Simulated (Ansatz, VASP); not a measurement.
## One calculation of LiBr, two programs

File INCAR:

```
SYSTEM = LiBr
  PREC = Accurate
  ENCUT = 750
  EDIFF = 1E-6
  ISMEAR = -1
  SIGMA = 0.08
  LREAL = .False.
  LASPH = .True.
  NELM = 120
  ALGO = Normal
  ISIF = 2
  LWAVE = .False.
  LCHARG = .False.
  GGA = PE
  NBANDS = 12
  GGA_COMPAT = .False.
```

The input KPOINTS:

```
regular mesh
0
Gamma
  12 12 12
  0 0 0
```

The input POSCAR:

```
LiBr
1.0
    0.0000000000      2.7175606933      2.7175606933
    2.7175606933      0.0000000000      2.7175606933
    2.7175606933      2.7175606933      0.0000000000
Li Br
1 1
Direct
    0.0000000000      0.0000000000      0.0000000000
    0.5000000000      0.5000000000      0.5000000000
```

Input for Ansatz:

```yaml
crystal:
  lattice:
    - [0.0, 2.7175606933, 2.7175606933]
    - [2.7175606933, 0.0, 2.7175606933]
    - [2.7175606933, 2.7175606933, 0.0]
  atoms:
    - { symbol: Li, position: [0.0, 0.0, 0.0] }
    - { symbol: Br, position: [0.5, 0.5, 0.5] }
kpoints:
  mp_grid: { grid: [12, 12, 12] }
scf:
  occupations: { method: fermi_dirac, width: 0.08 }
hamiltonian:
  xc: pbe
  pseudopotentials: { kind: all_electron, lapw: { basis_error: 0.001 } }
output:
  forces: true
  stress: true
  eigenvalues: true
```

Change from the starting cell: volume scaled by 0.96.

Alike in both runs: task single point; functional PBE; k mesh 12 × 12 × 12; occupations fermi-dirac, width 0.08 eV; no spin polarisation.

```csv
,VASP,Ansatz
version,VASP 6.6.1,Ansatz 0.2.0
potentials or method,"VASP PAW PBE potentials, release 64 (Li_sv, Br), cutoff 750 eV","all-electron LAPW, scalar-relativistic"
```

VASP gave:

- gap on the k mesh at the Fermi level (eV): 5.10
- pressure (GPa): 1.1

Task: What did Ansatz give for the same quantities?

Result: gap on the k mesh at the Fermi level (eV): 5.09; pressure (GPa): 1.2.

Ansatz ran all-electron here, and VASP with PAW potentials.
